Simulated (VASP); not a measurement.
# Na (Pm-3n) in VASP: a series of runs, part 2 of 2

VASP 6.6.1. Earlier steps stand in the parts before.

### 3 Single point, PBEsol

Input file INCAR:

```
SYSTEM = Na
PREC = Accurate ; ENCUT = 520
EDIFF = 1E-6 ; ISMEAR = -1
SIGMA = 0.1 ; LREAL = .False.
LASPH = .True. ; NELM = 80
ALGO = Normal ; ISIF = 2
LWAVE = .False. ; LCHARG = .False.
GGA = PS ; NBANDS = 38
```

Input file KPOINTS:

```
regular mesh
0
Gamma
  5 5 5
  0 0 0
```

Input file POSCAR:

```
Na
1.0
    6.6366634954      0.0000000000      0.0000000000
    0.0000000000      6.6366634954      0.0000000000
    0.0000000000      0.0000000000      6.6366634954
Na
8
Direct
    0.0000000000      1.0000000000      0.0000000000
    0.5000000000      0.5000000000      0.5000000000
    0.2500000000      0.0000000000      0.5000000000
    0.7500000000      0.0000000000      0.5000000000
    0.5000000000      0.2500000000      0.0000000000
    0.5000000000      0.7500000000      0.0000000000
    1.0000000000      0.5000000000      0.2500000000
    1.0000000000      0.5000000000      0.7500000000
```

Potentials or basis: VASP PAW PBE potentials, release 64 (Na_pv).

Launch:

```console
$ cat potpaw_PBE.64/Na_pv/POTCAR > POTCAR
$ mpirun -np 1 vasp_std > vasp.out
```

OUTCAR:

```text
SYSTEM = Na
   PREC = Accurate
   ENCUT = 520
   EDIFF = 1E-6
   ISMEAR = -1
   LREAL = .False.
   LASPH = .True.
   NELM = 80
   ISIF = 2
   GGA = PS

 ion  position               nearest neighbor table
   1  0.000  0.000  0.000-
   2  0.500  0.500  0.500-
   3  0.250  0.000  0.500-
   4  0.750  0.000  0.500-
   5  0.500  0.250  0.000-
   6  0.500  0.750  0.000-
   7  0.000  0.500  0.250-
   8  0.000  0.500  0.750-

  LATTYP: Found a simple cubic cell.
 ALAT       =     6.6366634954

  Lattice vectors:

 A1 = (   6.6366634954,   0.0000000000,   0.0000000000)
 A2 = (   0.0000000000,   6.6366634954,   0.0000000000)
 A3 = (   0.0000000000,   0.0000000000,   6.6366634954)

Analysis of symmetry for initial positions (statically):
=====================================================================
 Subroutine PRICEL returns:
[... 170 lines left out ...]
 E-fermi :   0.4045     XC(G=0):  -6.5381

 val. band max:        0.3225622966   @ k =   0.4000   0.4000   0.2000
 cond. band min:       0.4118617816   @ k =   0.0000   0.0000   0.0000
 fundamental gap:      0.0892994850
 Fermi energy:         0.4044844592

 k-point     1 :       0.0000    0.0000    0.0000
  band No.  band energies     occupation
      1     -24.5109      2.00000
      2     -24.5109      2.00000
      3     -24.5067      2.00000
      4     -24.4711      2.00000
      5     -24.4711      2.00000
      6     -24.4711      2.00000
[... 399 lines left out ...]
     37       5.0183      0.00000
     38       5.0860      0.00000

------------------------ aborting loop because EDIFF is reached ----------------------------------------

  FORCE on cell =-STRESS in cart. coord.  units (eV):
  Direction    XX          YY          ZZ          XY          YZ          ZX
  --------------------------------------------------------------------------------------
  -------------------------------------------------------------------------------------
  Total        0.0608274      0.0608274      0.0608274     -0.0000000     -0.0000000     -0.0000000
  in kB        0.3333962      0.3333962      0.3333962     -0.0000000     -0.0000000     -0.0000000
  external PRESSURE =       0.3333962 kB  Pullay stress =       0.0000000 kB

 VOLUME and BASIS-vectors are now :
 -----------------------------------------------------------------------------
  energy-cutoff  :      520.00
  volume of cell :      292.31
      direct lattice vectors                 reciprocal lattice vectors
     6.636663495  0.000000000  0.000000000     0.150678123  0.000000000  0.000000000
     0.000000000  6.636663495  0.000000000     0.000000000  0.150678123  0.000000000
     0.000000000  0.000000000  6.636663495     0.000000000  0.000000000  0.150678123

 POSITION                                       TOTAL-FORCE (eV/Angst)
 -----------------------------------------------------------------------------------
      0.00000      0.00000      0.00000         0.000000      0.000000      0.000000
      3.31833      3.31833      3.31833         0.000000      0.000000      0.000000
      1.65917      0.00000      3.31833         0.000000      0.000000      0.000000
      4.97750      0.00000      3.31833        -0.000000     -0.000000     -0.000000
      3.31833      1.65917      0.00000        -0.000000     -0.000000     -0.000000
      3.31833      4.97750      0.00000         0.000000      0.000000      0.000000
      0.00000      3.31833      1.65917        -0.000000     -0.000000     -0.000000
      0.00000      3.31833      4.97750         0.000000      0.000000      0.000000
 -----------------------------------------------------------------------------------
    total drift:                                0.000000     -0.000000     -0.000000

  FREE ENERGIE OF THE ION-ELECTRON SYSTEM (eV)
  ---------------------------------------------------
  free  energy   TOTEN  =       -11.1463983167 eV

  energy  without entropy=      -11.0216817577  energy(sigma->0) =      -11.08404004
```

OSZICAR:

```text
N       E                     dE             d eps       ncg     rms          rms(c)
DAV:   1     0.511431488702E+03    0.51143E+03   -0.29611E+04   848   0.143E+03
DAV:   2     0.232338221657E+02   -0.48820E+03   -0.48212E+03   760   0.414E+02
DAV:   3    -0.102365176514E+02   -0.33470E+02   -0.32765E+02   832   0.135E+02
DAV:   4    -0.111451532651E+02   -0.90864E+00   -0.90394E+00   862   0.206E+01
DAV:   5    -0.111656236359E+02   -0.20470E-01   -0.20469E-01   808   0.341E+00    0.669E-01
DAV:   6    -0.111516618452E+02    0.13962E-01   -0.24232E-02   946   0.158E+00    0.407E-01
DAV:   7    -0.111468346070E+02    0.48272E-02   -0.21644E-02   918   0.136E+00    0.131E-01
DAV:   8    -0.111464008463E+02    0.43376E-03   -0.22928E-03   864   0.631E-01    0.132E-02
DAV:   9    -0.111463967584E+02    0.40879E-05   -0.54234E-05   844   0.771E-02    0.368E-03
DAV:  10    -0.111463982976E+02   -0.15392E-05   -0.13947E-06   628   0.165E-02    0.461E-04
DAV:  11    -0.111463983167E+02   -0.19112E-07   -0.48606E-07   476   0.109E-02
   1 F= -.11146398E+02 E0= -.11084040E+02  d E =-.124717E+00
```

stdout:

```text
POSCAR found type information on POSCAR Na
 POSCAR found :  1 types and       8 ions
 scaLAPACK will be used
 -----------------------------------------------------------------------------
|                                                                             |
|                                                                             |
|     You enforced a specific xc type in the INCAR file but a different       |
|     I HOPE YOU KNOW WHAT YOU ARE DOING!                                     |
|                                                                             |
 -----------------------------------------------------------------------------

 LDA part: xc-table for (Slater+PW92), standard interpolation
 POSCAR, INCAR and KPOINTS ok, starting setup
 FFT: planning ... GRIDC
 FFT: planning ... GRID_SOFT
 FFT: planning ... GRID
 WAVECAR not read
 entering main loop
```

Wall time 34 s (1 thread of Intel Xeon 6975P-C (Granite Rapids), shared host); peak memory 0.35 GiB.

What came out:

| Quantity | Value |
| --- | --- |
| Free energy | -11.1464 eV |
| Pressure | 0.0 GPa |
| Band gap on the k mesh | zero (band 28 reaches 0.92 eV, above the bottom of band 29 at 0.06 eV) |

Caveat: the PAW data sets were made with another functional, which shifts forces and pressure a little.
